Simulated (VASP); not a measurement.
# SnO (P4/nmm) in VASP: a series of runs

The runs below take SnO through single point, with PBEsol+D3(BJ).

Program: VASP 6.6.1. These are calculated values, not measurements. Logs are shortened: lines on timing, memory, paths and dates and some standing lists are left out, and cuts for length are marked.

**1. The cell of the first run**

The structure is tetragonal, space group P4/nmm (No. 129). Conventional cell: a = 3.897 Å, b = 3.897 Å, c = 4.594 Å, α = 90.00°, β = 90.00°, γ = 90.00°. Sn (site symmetry 4mm) has 4 O at 2.24 Å within 3.0 Å. O (site symmetry -4m2) has 4 Sn at 2.24 Å and 4 O at 2.76 Å within 3.0 Å.

**2. Single point, PBEsol+D3(BJ) (strain +0.025 along x and y, -0.050 along z)**

File INCAR:

```
  ALGO = Normal
  EDIFF = 1E-6
  ENCUT = 520
  GGA = PS
  ISIF = 2
  ISMEAR = 0
  IVDW = 12
  LASPH = T
  LCHARG = F
  LREAL = F
  LWAVE = F
  NBANDS = 28
  NELM = 60
  PREC = Accurate
  SIGMA = 0.15
```

File KPOINTS:

```
k-points
0
Gamma
  12 12 10
```

File POSCAR:

```
SnO
1.0
    3.8970500000      0.0000000000      0.0000000000
    0.0000000000      3.8970500000      0.0000000000
    0.0000000000      0.0000000000      4.5942000000
Sn O
2 2
Direct
    0.0000000000      0.5000000000      0.2385000000
    0.5000000000      0.0000000000      0.7615000000
    0.0000000000      0.0000000000      0.0000000000
    0.5000000000      0.5000000000      0.0000000000
```

Potentials or basis: VASP PAW PBE potentials, release 64 (Sn_d, O).

Launch:

```sh
> cat potpaw_PBE.64/Sn_d/POTCAR potpaw_PBE.64/O/POTCAR > POTCAR
> mpirun -np 1 vasp_std > vasp.out
```

OUTCAR:

```text
EDIFF = 1E-6
   ENCUT = 520
   GGA = PS
   ISIF = 2
   ISMEAR = 0
   IVDW = 12
   LASPH = T
   LREAL = F
   NELM = 60
   PREC = Accurate
 IVDW          = 12

 ion  position               nearest neighbor table
   1  0.000  0.500  0.239-   3 2.24   4 2.24   3 2.24   4 2.24   2 3.52   2 3.52   2 3.52   2 3.52
                             2 3.66   2 3.66   2 3.66   2 3.66
   2  0.500  0.000  0.761-   3 2.24   4 2.24   4 2.24   3 2.24   1 3.52   1 3.52   1 3.52   1 3.52
                             1 3.66   1 3.66   1 3.66   1 3.66
   3  0.000  0.000  0.000-   1 2.24   2 2.24   1 2.24   2 2.24
   4  0.500  0.500  0.000-   1 2.24   2 2.24   2 2.24   1 2.24

  LATTYP: Found a simple tetragonal cell.
 ALAT       =     3.8970500000
 C/A-ratio  =     1.1788917258

  Lattice vectors:

 A1 = (   3.8970500000,   0.0000000000,   0.0000000000)
 A2 = (   0.0000000000,   3.8970500000,   0.0000000000)
 A3 = (   0.0000000000,   0.0000000000,   4.5942000000)

Analysis of symmetry for initial positions (statically):
=====================================================================
 Subroutine PRICEL returns:
 Original cell was already a primitive cell.

 Routine SETGRP: Setting up the symmetry group for a
 simple tetragonal supercell.

 Subroutine GETGRP returns: Found 16 space group operations
 (whereof  8 operations were pure point group operations)
 out of a pool of 16 trial point group operations.

The static configuration has the point symmetry D_2d.
 The point group associated with its full space group is D_4h.

Analysis of symmetry for dynamics (positions and initial velocities):
=====================================================================
 Subroutine PRICEL returns:
 Original cell was already a primitive cell.

 Routine SETGRP: Setting up the symmetry group for a
 simple tetragonal supercell.

 Subroutine GETGRP returns: Found 16 space group operations
 (whereof  8 operations were pure point group operations)
 out of a pool of 16 trial point group operations.

The dynamic configuration has the point symmetry D_2d.
 The point group associated with its full space group is D_4h.

 Subroutine INISYM returns: Found 16 space group operations
 (whereof  8 operations are pure point group operations),
 and found     1 'primitive' translations

----------------------------------------------------------------------------------------

                                     Primitive cell

  volume of cell :      69.7721

  direct lattice vectors                    reciprocal lattice vectors
     3.897050000  0.000000000  0.000000000     0.256604355  0.000000000  0.000000000
     0.000000000  3.897050000  0.000000000     0.000000000  0.256604355  0.000000000
     0.000000000  0.000000000  4.594200000     0.000000000  0.000000000  0.217665752

  length of vectors
     3.897050000  3.897050000  4.594200000     0.256604355  0.256604355  0.217665752

  position of ions in fractional coordinates (direct lattice)
     0.000000000  0.500000000  0.238500000
     0.500000000  0.000000000  0.761500000
     0.000000000  0.000000000  0.000000000
     0.500000000  0.500000000  0.000000000

  ion indices of the primitive-cell ions
   primitive index   ion index
                 1           1
                 2           2
                 3           3
                 4           4

----------------------------------------------------------------------------------------

 KPOINTS: k-points

Automatic generation of k-mesh.
 Grid dimensions read from file:
 generate k-points for:   12   12   10

 Generating k-lattice:

  Cartesian coordinates                     Fractional coordinates (reciprocal lattice)
     0.021383696  0.000000000  0.000000000     0.083333333  0.000000000  0.000000000
     0.000000000  0.021383696  0.000000000     0.000000000  0.083333333  0.000000000
     0.000000000  0.000000000  0.021766575     0.000000000  0.000000000  0.100000000

  Length of vectors
     0.021383696  0.021383696  0.021766575

  Shift w.r.t. Gamma in fractional coordinates (k-lattice)
     0.000000000  0.000000000  0.000000000

 Subroutine IBZKPT returns following result:
 ===========================================

 Found    168 irreducible k-points:

 Following reciprocal coordinates:
            Coordinates               Weight
  0.000000  0.000000  0.000000      1.000000
  0.083333  0.000000  0.000000      4.000000
  0.166667  0.000000  0.000000      4.000000
  0.250000  0.000000  0.000000      4.000000
  0.333333  0.000000  0.000000      4.000000
  0.416667  0.000000  0.000000      4.000000
[... 16 lines left out ...]
  0.333333  0.333333  0.000000      4.000000
  0.416667  0.333333  0.000000      8.000000
 [... further k-points ...]
   k-points           NKPTS =    168   k-points in BZ     NKDIM =    168   number of bands    NBANDS=     28
   number of dos      NEDOS =    301   number of ions     NIONS =      4
   total plane-waves  NPLWV =  32400
   dimension x,y,z NGX =    30 NGY =   30 NGZ =   36
   dimension x,y,z NGXF=    60 NGYF=   60 NGZF=   72
   ions per type =               2   2
   NGX,Y,Z   is equivalent  to a cutoff of  12.80, 12.80, 13.03 a.u.
   NGXF,Y,Z  is equivalent  to a cutoff of  25.60, 25.60, 26.05 a.u.
 SYSTEM =  unknown system
   PREC   = accura    normal or accurate (medium, high low for compatibility)
   ISTART =      0    job   : 0-new  1-cont  2-samecut
   ICHARG =      2    charge: 1-file 2-atom 10-const
   ISPIN  =      1    spin polarized calculation?
   LNONCOLLINEAR =      F non collinear calculations
   LSORBIT =      F    spin-orbit coupling
   LASPH  =      T    aspherical Exc in radial PAW
   ENCUT  =  520.0 eV  38.22 Ry    6.18 a.u.   7.25  7.25  8.54*2*pi/ulx,y,z
   NELM   =     60;   NELMIN=  2; NELMDL= -5     # of ELM steps
   EDIFF  = 0.1E-05   stopping-criterion for ELM
   LREAL  =      F    real-space projection
   EDIFFG = 0.1E-04   stopping-criterion for IOM
   NSW    =      0    number of steps for IOM
   IBRION =     -1    ionic relax: 0-MD 1-quasi-New 2-CG
   NFREE  =      0    steps in history (QN), initial steepest desc. (CG)
   ISIF   =      2    stress and relaxation
   ISYM   =      2    0-nonsym 1-usesym 2-fastsym
   POTIM  = 0.5000    time-step for ionic-motion
   TEBEG  =    0.0;   TEEND  =   0.0 temperature during run
   PSTRESS=    0.0 pullay stress
   NELECT =      40.0000    total number of electrons
   NUPDOWN=      -1.0000    fix difference up-down
   EMIN   =  10.00;   EMAX   =-10.00  energy-range for DOS
   EFERMI =   0.00;   METHOD = LEGACY
   ISMEAR =     0;   SIGMA  =   0.15  broadening in eV -4-tet -1-fermi 0-gaus
   EFERMI_NEDOS =   21; number of points for ismear=-14 and -15
   IALGO  =     38    algorithm
   IMIX   =      4    mixing-type and parameters
     AMIX     =   0.40;   BMIX     =  1.00
     AMIX_MAG =   1.60;   BMIX_MAG =  1.00
  volume/ion in A,a.u.               =      17.44       117.71
  Fermi-wavevector in a.u.,A,eV,Ry     =   1.359985  2.570000 25.164791  1.849560
  Thomas-Fermi vector in A             =   2.486686
   LORBIT       =      0    0 simple, 1 ext, 2 COOP (PROOUT), +10 PAW based schemes
   GGA     = PS    functional components
   LHFCALC =     F    Hartree Fock is set to
   AEXX    =    0.0000 exact exchange contribution
   IVDW    =    12    specifies the selected vdW correction
   LEPSILON=     F    determine dielectric tensor
   LRPA    =     F    only Hartree local field effects (RPA)
 non-spin polarized calculation
 Gauss-broadening in eV      SIGMA  =   0.15
  energy-cutoff  :      520.00
  volume of cell :       69.77
 maximum number of plane-waves:      1893
 NGX is ok and might be reduce to    30
   NGX = 15   NGY = 15   NGZ = 17

 number of electron      39.9999990 magnetization

 Free energy of the ion-electron system (eV)
  ---------------------------------------------------
  ext. energy  EPLUGINS =         0.00000000
  ---------------------------------------------------
  free energy    TOTEN  =       -24.16413446 eV

  energy without entropy =      -24.16388774  energy(sigma->0) =      -24.16401110

 E-fermi :   6.9826     XC(G=0): -10.5282

 val. band max:        6.7449923060   @ k =   0.1667   0.0833   0.0000
 cond. band min:       7.0797055264   @ k =   0.5000   0.5000   0.0000
 fundamental gap:      0.3347132204
 Fermi energy:         6.9826126573

 k-point     1 :       0.0000    0.0000    0.0000
  band No.  band energies     occupation
      1     -14.8766      2.00000
      2     -14.4419      2.00000
      3     -14.4419      2.00000
      4     -14.4015      2.00000
      5     -14.3953      2.00000
      6     -14.3862      2.00000
[... 20 lines left out ...]
     27      13.7968      0.00000
     28      14.0679      0.00000

 k-point     2 :       0.0833    0.0000    0.0000
  band No.  band energies     occupation
      1     -14.8719      2.00000
      2     -14.4400      2.00000
      3     -14.4396      2.00000
      4     -14.4021      2.00000
      5     -14.3928      2.00000
      6     -14.3865      2.00000
[... 20 lines left out ...]
     27      13.8764      0.00000
     28      14.5838      0.00000

 k-point     3 :       0.1667    0.0000    0.0000
  band No.  band energies     occupation
      1     -14.8584      2.00000
      2     -14.4427      2.00000
      3     -14.4346      2.00000
      4     -14.4329      2.00000
      5     -14.3873      2.00000
      6     -14.3855      2.00000
[... 20 lines left out ...]
     27      13.9799      0.00000
     28      15.7251      0.00000

 k-point     4 :       0.2500    0.0000    0.0000
  band No.  band energies     occupation
      1     -14.8368      2.00000
      2     -14.5172      2.00000
      3     -14.4262      2.00000
      4     -14.4224      2.00000
      5     -14.3883      2.00000
      6     -14.3772      2.00000
[... 20 lines left out ...]
     27      14.1469      0.00000
     28      16.9399      0.00000

 k-point     5 :       0.3333    0.0000    0.0000
  band No.  band energies     occupation
      1     -14.8077      2.00000
      2     -14.5941      2.00000
      3     -14.4161      2.00000
      4     -14.4095      2.00000
      5     -14.3897      2.00000
      6     -14.3738      2.00000
[... 20 lines left out ...]
     27      14.3824      0.00000
     28      16.7943      0.00000

 k-point     6 :       0.4167    0.0000    0.0000
  band No.  band energies     occupation
      1     -14.7702      2.00000
      2     -14.6639      2.00000
      3     -14.4058      2.00000
      4     -14.3964      2.00000
      5     -14.3923      2.00000
      6     -14.3767      2.00000
[... 463 lines left out ...]
      5     -14.3848      2.00000
      6     -14.3814      2.00000
[... 20 lines left out ...]
     27      14.6862      0.00000
     28      15.3344      0.00000

 k-point    22 :       0.5000    0.2500    0.0000
  band No.  band energies     occupation
      1     -14.7536      2.00000
      2     -14.7536      2.00000
      3     -14.3920      2.00000
      4     -14.3920      2.00000
      5     -14.3857      2.00000
      6     -14.3857      2.00000
[... 20 lines left out ...]
     27      14.9990      0.00000
     28      14.9990      0.00000

 k-point    23 :       0.3333    0.3333    0.0000
  band No.  band energies     occupation
      1     -14.7979      2.00000
      2     -14.7080      2.00000
      3     -14.4046      2.00000
      4     -14.3899      2.00000
      5     -14.3865      2.00000
      6     -14.3737      2.00000
[... 20 lines left out ...]
     27      14.3951      0.00000
     28      15.4496      0.00000

 k-point    24 :       0.4167    0.3333    0.0000
  band No.  band energies     occupation
      1     -14.7882      2.00000
      2     -14.7435      2.00000
      3     -14.3921      2.00000
      4     -14.3904      2.00000
      5     -14.3895      2.00000
      6     -14.3724      2.00000
[... 20 lines left out ...]
     27      14.6063      0.00000
     28      15.1595      0.00000

 [... further k-points ...]

------------------------ aborting loop because EDIFF is reached ----------------------------------------

 Edisp (eV)   -0.86495

 E8    (eV) :    -0.5720

  FORCE on cell =-STRESS in cart. coord.  units (eV):
  Direction    XX          YY          ZZ          XY          YZ          ZX
  --------------------------------------------------------------------------------------
  -------------------------------------------------------------------------------------
  Total      -1.94204    -1.94204     0.05637     0.00000     0.00000     0.00000
  in kB     -44.59497   -44.59497     1.29434     0.00000     0.00000     0.00000
  external pressure =      -29.30 kB  Pullay stress =        0.00 kB

 VOLUME and BASIS-vectors are now :
 -----------------------------------------------------------------------------
  energy-cutoff  :      520.00
  volume of cell :       69.77
      direct lattice vectors                 reciprocal lattice vectors
     3.897050000  0.000000000  0.000000000     0.256604355  0.000000000  0.000000000
     0.000000000  3.897050000  0.000000000     0.000000000  0.256604355  0.000000000
     0.000000000  0.000000000  4.594200000     0.000000000  0.000000000  0.217665752

 POSITION                                       TOTAL-FORCE (eV/Angst)
 -----------------------------------------------------------------------------------
      0.00000      1.94853      1.09572         0.000000      0.000000      0.427833
      1.94853      0.00000      3.49848        -0.000000      0.000000     -0.427833
      0.00000      0.00000      0.00000         0.000000     -0.000000     -0.000000
      1.94853      1.94853      0.00000         0.000000      0.000000     -0.000000
 -----------------------------------------------------------------------------------
    total drift:                                0.000000      0.000000     -0.000000

  FREE ENERGIE OF THE ION-ELECTRON SYSTEM (eV)
  ---------------------------------------------------
  free  energy   TOTEN  =       -25.0290800454 eV

  energy  without entropy=      -25.0288333202  energy(sigma->0) =      -25.02895668
```

Wall time 2.6 min (1 thread of Intel Xeon 6975P-C (Granite Rapids), shared host); peak memory 0.37 GiB.

What came out:

```
Free energy                : -25.0291 eV
Pressure                   : -2.9 GPa
Largest force              : 0.428 eV/Å
Band gap on the k mesh     : 0.33 eV, indirect (least direct gap 1.76 eV)
Dispersion energy per atom : -0.216 eV
```

Forces on the atoms (eV/Å):
```
Sn   0.000  0.000  0.428
Sn   0.000  0.000 -0.428
O    0.000  0.000  0.000
O    0.000  0.000  0.000
```

Stress tensor (GPa, compression positive):
```
-4.46  0.00  0.00
 0.00 -4.46  0.00
 0.00  0.00  0.13
```

Caveat: the cell differs from its parent crystal (strain +0.025 along x and y, -0.050 along z); the PAW data sets were made with another functional, which shifts forces and pressure a little; spin-orbit coupling is left out, which moves the levels of the heavy elements. A k mesh can miss the band edges.

[end of part 1 of 2]
